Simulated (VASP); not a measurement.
Here is a VASP 6.6.1 calculation.

INCAR

```
SYSTEM = CuO
PREC     = Accurate       ! precision mode
ENCUT    = 820            ! plane-wave cutoff, eV
EDIFF    = 1E-6           ! SCF threshold, eV
ISMEAR   = -1             ! smearing method
SIGMA    = 0.05           ! smearing width, eV
LREAL    = .FALSE.        ! projectors in reciprocal space
LASPH    = .TRUE.         ! aspherical terms in the spheres
NELM     = 120            ! most SCF steps
ALGO     = Normal         ! electronic algorithm
ISIF     = 2              ! what is computed and relaxed
LWAVE    = .FALSE.        ! write WAVECAR
LCHARG   = .TRUE.         ! write CHGCAR
GGA      = RP             ! functional
IVDW     = 13             ! dispersion correction
LELF     = .TRUE.         ! ELF
LVHAR    = .TRUE.       
NBANDS   = 33             ! bands
GGA_COMPAT= .FALSE.
```

File KPOINTS:

```
regular mesh
0
G
  10 10 5
  0 0 0
```

Contents of POSCAR:

```
CuO
1.0
    2.3877802882     -1.7448634230      0.0000000000
    2.3877802882      1.7448634230      0.0000000000
   -0.8666988638      0.0000000000      5.1570684890
Cu O
2 2
Direct
    0.5000000000      0.0000000000      0.5000000000
    0.0000000000      0.5000000000      0.0000000000
    0.4184000000      0.5816000000      0.7500000000
    0.5816000000      0.4184000000      0.2500000000
```

Potentials or basis: VASP PAW PBE potentials, release 64 (Cu_sv_GW, O).

Run with:

```console
$ cat potpaw_PBE.64/Cu_sv_GW/POTCAR potpaw_PBE.64/O/POTCAR > POTCAR
$ mpirun -np 1 vasp_std > vasp.out
```

**Question.** What does it give for the pressure?

**Answer.** -7.9 GPa.

**Question.** Estimate the dispersion energy per atom.

**Answer.** -0.653 eV.

**Question.** Estimate the band gap on the k mesh.

**Answer.** Zero (bands 25 and 26 overlap by 0.59 eV).

**Question.** Predict the largest force.

**Answer.** 0.340 eV/Å.

Stress tensor (GPa, compression positive):
```
-8.23  0.00 -0.46
 0.00 -5.88  0.00
-0.46  0.00 -9.69
```

Caveat: the cell stands under tension; the PAW data sets were made with another functional, which shifts forces and pressure a little; semilocal functionals often make such compounds metallic where correlation or magnetic order opens a gap, which also shifts bond lengths. With open d or f shells a metallic result of RPBE can be an artefact of self-interaction; +U or a hybrid may open a gap.
